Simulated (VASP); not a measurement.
A run of VASP 6.6.1 is set up as follows.

INCAR

```
PREC     = Accurate       # precision mode
ENCUT    = 520            # plane-wave cutoff, eV
EDIFF    = 1E-7           # SCF threshold, eV
ISMEAR   = 0              # smearing method
SIGMA    = 0.15           # smearing width, eV
LREAL    = False          # projectors in reciprocal space
LASPH    = True           # aspherical terms in the spheres
NELM     = 80             # most SCF steps
ALGO     = Normal         # electronic algorithm
ISIF     = 2              # what is computed and relaxed
LWAVE    = False          # write WAVECAR
LCHARG   = False          # write CHGCAR
GGA      = PS             # functional
IVDW     = 12             # dispersion correction
NBANDS   = 12             # bands
```

KPOINTS

```
regular mesh
0
Gamma
  28 28 28
```

File POSCAR:

```
P
1.0
   -1.7188645906      2.4294080057      1.6506332897
    1.7188645906     -2.4294080057      1.6506332897
    1.7188645906      2.4294080057     -1.6506332897
P
2
Direct
    0.7673866800      0.0173866800      0.7500000000
    0.2326133200      0.9826133200      0.2500000000
```

Potentials or basis: VASP PAW PBE potentials, release 64 (P).

The run is started by

```bash
$ cat potpaw_PBE.64/P/POTCAR > POTCAR
$ mpirun -np 1 vasp_std > vasp.out
```

Q: Estimate the dispersion energy per atom.

A: -0.411 eV.

Q: What does it give for the pressure?

A: 0.2 GPa.

Q: Estimate the band gap on the k mesh.

A: Zero (bands 5 and 6 overlap by 2.14 eV).

Stress tensor (GPa, compression positive):
```
-1.26  0.00  0.00
 0.00 -4.14  0.00
 0.00  0.00  5.93
```

Caveat: the stress differs along the axes, from -4 to 6 GPa; the PAW data sets were made with another functional, which shifts forces and pressure a little.
